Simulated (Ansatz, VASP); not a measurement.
AlCo: VASP beside Ansatz

Contents of INCAR:

```
SYSTEM = AlCo
PREC = Accurate ; ENCUT = 520
EDIFF = 1E-7 ; ISMEAR = -1
SIGMA = 0.05 ; LREAL = .FALSE.
LASPH = .TRUE. ; NELM = 60
ALGO = Normal ; ISIF = 2
LWAVE = .FALSE. ; LCHARG = .FALSE.
GGA = PE ; NBANDS = 13
```

File KPOINTS:

```
regular mesh
0
G
  15 15 15
  0 0 0
```

Contents of POSCAR:

```
AlCo
1.0
    0.0000000000      2.3454805526      2.3454805526
    2.3454805526      0.0000000000      2.3454805526
    2.3454805526      2.3454805526      0.0000000000
Co Al
1 1
Direct
    0.0000000000      0.0000000000      0.0000000000
    0.5000000000      0.5000000000      0.5000000000
```

Input for Ansatz:

```yaml
crystal:
  lattice:
    - [0.0, 2.3454805526, 2.3454805526]
    - [2.3454805526, 0.0, 2.3454805526]
    - [2.3454805526, 2.3454805526, 0.0]
  atoms:
    - { symbol: Co, position: [0.0, 0.0, 0.0] }
    - { symbol: Al, position: [0.5, 0.5, 0.5] }
kpoints:
  mp_grid: { grid: [15, 15, 15] }
scf:
  occupations: { method: fermi_dirac, width: 0.05 }
hamiltonian:
  xc: pbe
  pseudopotentials: { kind: all_electron, lapw: { basis_error: 0.001 } }
output:
  forces: true
  stress: true
  eigenvalues: true
  populations: true
```

Change from the starting cell: volume scaled by 0.94, LAPW.

Alike in both runs: task single point; functional PBE; k mesh 15 × 15 × 15; occupations fermi-dirac, width 0.05 eV; no spin polarisation.

|  | VASP | Ansatz |
| --- | --- | --- |
| version | VASP 6.6.1 | Ansatz 0.2.0 |
| potentials or method | VASP PAW PBE potentials, release 64 (Co, Al), cutoff 520 eV | all-electron LAPW, scalar-relativistic |

```tsv
	VASP	Ansatz	Ansatz less VASP
pressure (GPa)	8.4	8.4	-0.02
```

Ansatz ran all-electron here, and VASP with PAW potentials.
